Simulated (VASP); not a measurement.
# BaTiO3 (P4mm) in VASP: single point with r2SCAN+U

Aim: the single point of BaTiO3 with r2SCAN+U.

Everything below comes from runs of VASP 6.6.1. Logs are shortened: lines on timing, memory, paths and dates and some standing lists are left out, and cuts for length are marked.

## 1. The cell of the first run

It takes space group P4mm (No. 99, tetragonal). Conventional cell: a = 4.002 Å, b = 4.002 Å, c = 4.034 Å, α = 90.00°, β = 90.00°, γ = 90.00°. Within 3.7 Å of Ba (site symmetry 4mm) lie 12 O at 2.81 to 2.88 Å and 8 Ti at 3.42 to 3.53 Å. Within 2.4 Å of Ti (site symmetry 4mm) lie 6 O at 1.84 to 2.19 Å. O (site symmetry 4mm) has 2 Ti at 1.84 to 2.19 Å within 2.4 Å. Within 2.9 Å of O (site symmetry 2mm) lie 2 Ti at 2.01 Å and 4 Ba at 2.81 to 2.88 Å and 8 O at 2.82 to 2.87 Å. Within 2.9 Å of O (site symmetry 2mm) lie 2 Ti at 2.01 Å and 4 Ba at 2.81 to 2.88 Å and 8 O at 2.82 to 2.87 Å.

## 2. Single point, r2SCAN+U

Contents of POSCAR:

```
BaTiO3
1.0
    4.0017156100      0.0000000000      0.0000000000
    0.0000000000      8.0034312100      0.0000000000
    0.0000000000      0.0000000000      4.0343572500
Ba Ti O
2 2 6
Direct
    0.0000000000      0.0000000000      0.0000000000
    0.0000000000      0.5000000000      0.0000000000
    0.5000000000      0.2500000000      0.5220000000
    0.5000000000      0.7500000000      0.5220000000
    0.5000000000      0.2500000000      0.9790000000
    0.5000000000      0.7500000000      0.9790000000
    0.5000000000      0.0000000000      0.4880000000
    0.5000000000      0.5000000000      0.4880000000
    0.0000000000      0.2500000000      0.4880000000
    0.0000000000      0.7500000000      0.4880000000
```

Contents of INCAR.step1:

```
  PREC = Accurate
  ENCUT = 520
  ISMEAR = -1
  SIGMA = 0.1
  LREAL = False
  LASPH = True
  NELM = 150
  LMAXMIX = 4
  LDAU = True
  LDAUTYPE = 2
  LDAUL = -1 2 -1
  LDAUU = 0 3.89 0
  LDAUJ = 0 0 0
  NBANDS = 51
  GGA = PE
  ALGO = Normal
  EDIFF = 1E-4
  LWAVE = True
  LCHARG = False
```

Contents of INCAR.step2:

```
  PREC = Accurate
  ENCUT = 520
  EDIFF = 1E-7
  ISMEAR = -1
  SIGMA = 0.1
  LREAL = False
  LASPH = True
  NELM = 150
  ALGO = Normal
  ISIF = 2
  LWAVE = False
  LCHARG = False
  LMAXMIX = 4
  LDAU = True
  LDAUTYPE = 2
  LDAUL = -1 2 -1
  LDAUU = 0 3.89 0
  LDAUJ = 0 0 0
  LDAUPRINT = 1
  METAGGA = R2SCAN
  LMIXTAU = True
  NBANDS = 51
  ISTART = 1
```

Contents of KPOINTS:

```
regular mesh
0
Gamma
  6 3 6
```

Potentials or basis: VASP PAW PBE potentials, release 64 (Ba_sv, Ti_sv, O).

Launch:

```sh
> cat potpaw_PBE.64/Ba_sv/POTCAR potpaw_PBE.64/Ti_sv/POTCAR potpaw_PBE.64/O/POTCAR > POTCAR
> cp INCAR.step1 INCAR
> mpirun -np 1 vasp_std > vasp.out
> cp INCAR.step2 INCAR
> mpirun -np 1 vasp_std > vasp.out
```

OUTCAR:

```text
PREC = Accurate
   ENCUT = 520
   EDIFF = 1E-7
   ISMEAR = -1
   LREAL = False
   LASPH = True
   NELM = 150
   ISIF = 2
   METAGGA = R2SCAN
   ISTART = 1

 ion  position               nearest neighbor table
   1  0.000  0.000  0.000-   9 2.81  10 2.81   7 2.81   7 2.81   5 2.83   5 2.83   6 2.83   6 2.83
                            10 2.88   9 2.88   7 2.88   7 2.88   3 3.42   4 3.42   3 3.42   4 3.42
   2  0.000  0.500  0.000-   9 2.81  10 2.81   8 2.81   8 2.81   5 2.83   5 2.83   6 2.83   6 2.83
                            10 2.88   9 2.88   8 2.88   8 2.88   3 3.42   4 3.42   3 3.42   4 3.42
   3  0.500  0.250  0.522-   5 1.84   7 2.01   8 2.01   9 2.01   9 2.01   5 2.19   1 3.42   1 3.42
                             2 3.42   2 3.42   1 3.53   2 3.53   1 3.53   2 3.53
   4  0.500  0.750  0.522-   6 1.84   7 2.01   8 2.01  10 2.01  10 2.01   6 2.19   1 3.42   1 3.42
                             2 3.42   2 3.42   1 3.53   2 3.53   1 3.53   2 3.53
   5  0.500  0.250  0.979-   3 1.84   3 2.19   2 2.83   1 2.83   1 2.83   2 2.83
   6  0.500  0.750  0.979-   4 1.84   4 2.19   2 2.83   1 2.83   1 2.83   2 2.83
   7  0.500  0.000  0.488-   3 2.01   4 2.01   1 2.81   1 2.81   1 2.88   1 2.88
   8  0.500  0.500  0.488-   3 2.01   4 2.01   2 2.81   2 2.81   2 2.88   2 2.88
   9  0.000  0.250  0.488-   3 2.01   3 2.01   1 2.81   2 2.81   1 2.88   2 2.88
  10  0.000  0.750  0.488-   4 2.01   4 2.01   1 2.81   2 2.81   1 2.88   2 2.88

  LATTYP: Found a simple orthorhombic cell.
 ALAT       =     4.0017156100
 B/A-ratio  =     1.0081569115
 C/A-ratio  =     1.9999999975

  Lattice vectors:

 A1 = (  -4.0017156100,   0.0000000000,   0.0000000000)
 A2 = (   0.0000000000,   0.0000000000,   4.0343572500)
 A3 = (   0.0000000000,   8.0034312100,   0.0000000000)

Analysis of symmetry for initial positions (statically):
=====================================================================
 Subroutine PRICEL returns following result:

  LATTYP: Found a simple tetragonal cell.
 ALAT       =     4.0017156100
 C/A-ratio  =     1.0081569115

  Lattice vectors:

 A1 = (   4.0017156100,   0.0000000000,   0.0000000000)
 A2 = (   0.0000000000,   4.0017156050,   0.0000000000)
 A3 = (   0.0000000000,   0.0000000000,   4.0343572500)

[... 234 lines left out ...]

 occupancies and eigenvectors

  o =  0.0925  v =  1.0000  0.0000  0.0000  0.0000  0.0000  0.0000  0.0000  0.0000  0.0000  0.0000      0.0000  0.0000  0.0000  0.0000  0.0000  0.0000  0.0000  0.0000  0.0000  0.0000
  o =  0.0925  v =  0.0000  0.0000  0.0000  0.0000  0.0000  1.0000  0.0000  0.0000  0.0000  0.0000      0.0000  0.0000  0.0000  0.0000  0.0000  0.0000  0.0000  0.0000  0.0000  0.0000
  o =  0.1047  v =  0.0000 -0.0000  0.0000  1.0000 -0.0000  0.0000  0.0000  0.0000  0.0000  0.0000      0.0000  0.0000  0.0000  0.0000  0.0000  0.0000  0.0000  0.0000  0.0000  0.0000
  o =  0.1047  v =  0.0000  0.0000  0.0000  0.0000  0.0000  0.0000 -0.0000  0.0000  1.0000 -0.0000      0.0000  0.0000  0.0000  0.0000  0.0000  0.0000  0.0000  0.0000  0.0000  0.0000
  o =  0.1047  v =  0.0000  0.0000  0.0000  0.0000  0.0000  0.0000 -1.0000  0.0000 -0.0000 -0.0000      0.0000  0.0000  0.0000  0.0000  0.0000  0.0000  0.0000  0.0000  0.0000  0.0000
  o =  0.1047  v =  0.0000 -1.0000  0.0000 -0.0000 -0.0000  0.0000  0.0000  0.0000  0.0000  0.0000      0.0000  0.0000  0.0000  0.0000  0.0000  0.0000  0.0000  0.0000  0.0000  0.0000
  o =  0.2292  v =  0.0000  0.0000  0.0000  0.0000  0.0000  0.0000 -0.0000  0.0000  0.0000  1.0000      0.0000  0.0000  0.0000  0.0000  0.0000  0.0000  0.0000  0.0000  0.0000  0.0000
  o =  0.2292  v =  0.0000 -0.0000  0.0000  0.0000  1.0000  0.0000  0.0000  0.0000  0.0000  0.0000      0.0000  0.0000  0.0000  0.0000  0.0000  0.0000  0.0000  0.0000  0.0000  0.0000
  o =  0.2483  v =  0.0000  0.0000  0.0000  0.0000  0.0000  0.0000 -0.0000 -1.0000  0.0000  0.0000      0.0000  0.0000  0.0000  0.0000  0.0000  0.0000  0.0000  0.0000  0.0000  0.0000
  o =  0.2483  v =  0.0000 -0.0000 -1.0000  0.0000  0.0000  0.0000  0.0000  0.0000  0.0000  0.0000      0.0000  0.0000  0.0000  0.0000  0.0000  0.0000  0.0000  0.0000  0.0000  0.0000

 number of electron      79.9999963 magnetization

 Free energy of the ion-electron system (eV)
  ---------------------------------------------------
  ext. energy  EPLUGINS =         0.00000000
  ---------------------------------------------------
  free energy    TOTEN  =      -143.36136138 eV

  energy without entropy =     -143.36136093  energy(sigma->0) =     -143.36136116

 E-fermi :   5.0775     XC(G=0): -11.8720

 val. band max:        3.6840471767   @ k =   0.5000   0.0000   0.5000
 cond. band min:       6.3911852076   @ k =   0.0000   0.0000   0.0000
 fundamental gap:      2.7071380310
 Fermi energy:         5.0775481181

 k-point     1 :       0.0000    0.0000    0.0000
  band No.  band energies     occupation
      1     -56.1610      2.00000
      2     -56.1599      2.00000
      3     -31.3341      2.00000
      4     -31.3323      2.00000
      5     -31.3159      2.00000
      6     -31.2657      2.00000
[... 1285 lines left out ...]
     50      11.1954      0.00000
     51      11.8432      0.00000

 [... further k-points ...]
[... 5 lines left out ...]
  --------------------------------------------------------------------------------------
  -------------------------------------------------------------------------------------
  Total        2.8264143      2.8263832      5.3458810      0.0000000      0.0000000      0.0000000
  in kB       35.0469001     35.0465143     66.2877193      0.0000000      0.0000000      0.0000000
  external PRESSURE =      45.4603779 kB  Pullay stress =       0.0000000 kB

 VOLUME and BASIS-vectors are now :
 -----------------------------------------------------------------------------
  energy-cutoff  :      520.00
  volume of cell :      129.21
      direct lattice vectors                 reciprocal lattice vectors
     4.001715610  0.000000000  0.000000000     0.249892820  0.000000000  0.000000000
     0.000000000  8.003431210  0.000000000     0.000000000  0.124946410  0.000000000
     0.000000000  0.000000000  4.034357250     0.000000000  0.000000000  0.247870959

 POSITION                                       TOTAL-FORCE (eV/Angst)
 -----------------------------------------------------------------------------------
      0.00000      0.00000      0.00000        -0.000000     -0.000000      0.157350
      0.00000      4.00172      0.00000         0.000000     -0.000000      0.157350
      2.00086      2.00086      2.10593        -0.000000      0.000000     -1.058575
      2.00086      6.00257      2.10593        -0.000000      0.000000     -1.058575
      2.00086      2.00086      3.94964        -0.000000     -0.000000      0.735901
      2.00086      6.00257      3.94964        -0.000000     -0.000000      0.735901
      2.00086      0.00000      1.96877         0.000000     -0.000000      0.082656
      2.00086      4.00172      1.96877         0.000000     -0.000000      0.082656
      0.00000      2.00086      1.96877        -0.000000     -0.000000      0.082668
      0.00000      6.00257      1.96877        -0.000000      0.000000      0.082668
 -----------------------------------------------------------------------------------
    total drift:                                0.000000      0.000000      0.018372

  FREE ENERGIE OF THE ION-ELECTRON SYSTEM (eV)
  ---------------------------------------------------
  free  energy   TOTEN  =      -143.3613613780 eV

  energy  without entropy=     -143.3613609339  energy(sigma->0) =     -143.36136116
```

OUTCAR.step1:

```text
PREC = Accurate
   ENCUT = 520
   ISMEAR = -1
   LREAL = False
   LASPH = True
   NELM = 150
[... 1569 lines left out ...]
      2.00086      4.00172      1.96877        -0.000000      0.000000      0.045346
      0.00000      2.00086      1.96877         0.000000     -0.000000      0.045216
      0.00000      6.00257      1.96877         0.000000     -0.000000      0.045216
 -----------------------------------------------------------------------------------
    total drift:                                0.000000      0.000000     -0.006887

  FREE ENERGIE OF THE ION-ELECTRON SYSTEM (eV)
  ---------------------------------------------------
  free  energy   TOTEN  =       -74.6593791085 eV

  energy  without entropy=      -74.6593754233  energy(sigma->0) =      -74.65937727
```

It took 11 min on 1 thread of Intel Xeon 6975P-C (Granite Rapids), shared host; peak memory 0.37 GiB.

What came out:

| Item | Value |
| --- | --- |
| Free energy | -143.3614 eV |
| Pressure | 4.5 GPa |
| Largest force | 1.059 eV/Å |
| Band gap on the k mesh | 2.71 eV |

Forces in eV/Å, atoms in the order of the input:
```
Ba   0.000  0.000  0.157
Ba   0.000  0.000  0.157
Ti   0.000  0.000 -1.059
Ti   0.000  0.000 -1.059
O    0.000  0.000  0.736
O    0.000  0.000  0.736
O    0.000  0.000  0.083
O    0.000  0.000  0.083
O    0.000  0.000  0.083
O    0.000  0.000  0.083
```

Eigenvalues of the final occupation matrices:
```csv
site,spin,trace,eigenvalues
site 3 d,1,0.78,0.09 0.10 0.10 0.23 0.25
site 3 d,2,0.78,0.09 0.10 0.10 0.23 0.25
site 4 d,1,0.78,0.09 0.10 0.10 0.23 0.25
site 4 d,2,0.78,0.09 0.10 0.10 0.23 0.25
```

Caveat: the cell stands under pressure; the PAW data sets were made with another functional, which shifts forces and pressure a little; spin-orbit coupling is left out, which moves the levels of the heavy elements.
